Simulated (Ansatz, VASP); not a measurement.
**Two plane-wave programs on WS2**

INCAR

```
PREC     = Accurate       # precision mode
ENCUT    = 520            # plane-wave cutoff, eV
EDIFF    = 1E-6           # SCF threshold, eV
ISMEAR   = 0              # smearing method
SIGMA    = 0.05           # smearing width, eV
LREAL    = F              # projectors in reciprocal space
LASPH    = T              # aspherical terms in the spheres
NELM     = 60             # most SCF steps
ALGO     = Normal         # electronic algorithm
ISIF     = 2              # what is computed and relaxed
LWAVE    = F              # write WAVECAR
LCHARG   = T              # write CHGCAR
GGA      = PS             # functional
IVDW     = 12             # dispersion correction
LELF     = T              # ELF
LVHAR    = T            
NBANDS   = 20             # bands
```

Contents of KPOINTS:

```
Automatic mesh
0
Gamma
  12 12 2
```

File POSCAR:

```
WS2
1.0
    3.1239380587      0.0000000000      0.0000000000
   -1.5619690294      2.7054097187      0.0000000000
    0.0000000000      0.0000000000     16.9375357456
W S
1 2
Direct
    0.3333333333      0.6666666667      0.0000000000
    0.6666666667      0.3333333333      0.9071511715
    0.6666666667      0.3333333333      0.0928488285
```

Input for Ansatz:

```yaml
crystal:
  lattice:
    - [3.1239380587, 0.0, 0.0]
    - [-1.5619690294, 2.7054097187, 0.0]
    - [0.0, 0.0, 16.9375357456]
  atoms:
    - { symbol: W, position: [0.3333333333, 0.6666666667, 0.0] }
    - { symbol: S, position: [0.6666666667, 0.3333333333, 0.9071511715] }
    - { symbol: S, position: [0.6666666667, 0.3333333333, 0.0928488285] }
basis:
  ecutwfc: 420
kpoints:
  mp_grid: { grid: [12, 12, 2] }
hamiltonian:
  xc: pbesol
  pseudopotentials: { kind: paw, azcp: { folder: soft_1 } }
  dispersion: d3bj
scf:
  occupations: { method: gaussian, width: 0.05 }
output:
  forces: true
  stress: true
  eigenvalues: true
```

Alike in both runs: task single point; functional PBEsol; dispersion D3(BJ); k mesh 12 × 12 × 2; occupations gaussian, width 0.05 eV; no spin polarisation.

```csv
,VASP,Ansatz
version,VASP 6.6.1,Ansatz 0.2.0
potentials or method,"VASP PAW PBE potentials, release 64 (W_sv, S), cutoff 520 eV","scalar-relativistic, plane waves, PAW"
valence electrons in the cell,26,26
```

```csv
,VASP,Ansatz,Ansatz less VASP
gap on the k mesh at the Fermi level (eV),1.99,1.99,0.000
least direct gap on the mesh (eV),2.04,2.04,-0.004
rms of the force components (eV/Å),0.008,0.002,-0.0064
```

VASP's potentials were made for PBE, not for PBEsol, and Ansatz warns of the same on its side. Atom by atom the forces differ by 0.010 eV/Å (rms over components).

Spin-orbit coupling is off throughout.
